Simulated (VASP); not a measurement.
**SiO2 (Stishovite): single point with LDA**

The system is SiO2 (Stishovite).

```
CELL_PARAMETERS angstrom
4.23227 0.00000 0.00000
0.00000 4.23227 0.00000
0.00000 0.00000 2.70027
ATOMIC_POSITIONS crystal
Si 0.00000 0.00000 0.00000
Si 0.50000 0.50000 0.50000
O 0.30590 0.30590 0.00000
O 0.19410 0.80590 0.50000
O 0.69410 0.69410 0.00000
O 0.80590 0.19410 0.50000
```

- Program: VASP 6.6.1
- Task: single point
- Functional: LDA
- Potentials or basis: VASP PAW LDA potentials, release 64 (Si, O)
- Cutoff: 520 eV
- k mesh: 6 × 6 × 8
- Occupations: gaussian, width 0.01 eV
- Spin: no spin polarisation
- Dipole correction: no
- Further INCAR settings: ALGO = Normal; EDIFF = 1e-07; NBANDS = 25

The pressure is -14.3 GPa. The largest force is 0.256 eV/Å and the band gap on the k mesh is 4.93 eV, direct.

Forces on the atoms (eV/Å):
```
Si   0.000  0.000  0.000
Si   0.000  0.000  0.000
O    0.181  0.181  0.000
O   -0.181  0.181  0.000
O   -0.181 -0.181  0.000
O    0.181 -0.181  0.000
```

Stress tensor (GPa, compression positive):
```
-14.01   0.00   0.00
  0.00 -14.01   0.00
  0.00   0.00 -14.91
```

Levels at points of the mesh, in eV from the valence-band top:
```csv
k point,band 14,band 15,band 16,band 17,band 18,band 19
"(0.00, 0.00, 0.00)",-0.88,-0.88,0.00,4.93,6.29,8.00
"(0.50, 0.00, 0.00)",-2.65,-1.05,-1.05,7.11,7.11,8.57
"(0.50, 0.50, 0.00)",-2.64,-2.20,-2.20,6.82,6.82,9.50
"(0.00, 0.00, 0.50)",-2.98,-2.59,-2.59,8.38,8.38,12.00
"(0.50, 0.00, 0.50)",-2.24,-1.70,-1.70,8.16,8.16,9.26
"(0.50, 0.50, 0.50)",-1.73,-1.49,-1.49,6.56,6.56,10.46
```

Run time: 47 s on 1 thread of Intel(R) Xeon(R) Platinum 8488C (Sapphire Rapids), on a shared host, peak memory 0.16 GiB.

A k mesh can miss the band edges. A hybrid or GW would open this gap; LDA tends to underestimate it.
